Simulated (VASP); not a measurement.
A run of VASP 6.6.1 is set up as follows.

INCAR

```
ALGO = Normal
EDIFF = 1E-6
ENCUT = 520
GGA = PE
ISIF = 2
ISMEAR = 0
LASPH = T
LCHARG = F
LREAL = F
LWAVE = F
NBANDS = 35
NELM = 100
PREC = Accurate
SIGMA = 0.02
```

The input KPOINTS:

```
k-points
0
Gamma
  12 12 2
```

File POSCAR:

```
MoS2
1.0
    3.1850687626      0.0000000000      0.0000000000
   -1.5925343813      2.7583504612      0.0000000000
    0.0000000000      0.0000000000     15.4003134564
Mo S
2 4
Direct
    0.6666666667      0.3333333333      0.2500000000
    0.3333333333      0.6666666667      0.7500000000
    0.6666666667      0.3333333333      0.6485382736
    0.3333333333      0.6666666667      0.3514617264
    0.6666666667      0.3333333333      0.8514617264
    0.3333333333      0.6666666667      0.1485382736
```

Potentials or basis: VASP PAW PBE potentials, release 64 (Mo_sv, S).

The run is started by

```console
$ cat potpaw_PBE.64/Mo_sv/POTCAR potpaw_PBE.64/S/POTCAR > POTCAR
$ mpirun -np 1 vasp_std > vasp.out
```

Problem. What does it give for the largest force?

Solution. 0.009 eV/Å.

Problem. Estimate the pressure.

Solution. -0.1 GPa.

Forces on the atoms (eV/Å):
```
Mo   0.000  0.000  0.000
Mo   0.000  0.000  0.000
S    0.000  0.000  0.009
S    0.000  0.000 -0.009
S    0.000  0.000 -0.009
S    0.000  0.000  0.009
```

Caveat: the cell differs from its parent crystal (strain along c alone, the other axes held: +4.0 %, then relaxed in part); this functional lacks dispersion, which binds layers or chains, so the pressure and a relaxed spacing across them are unreliable.
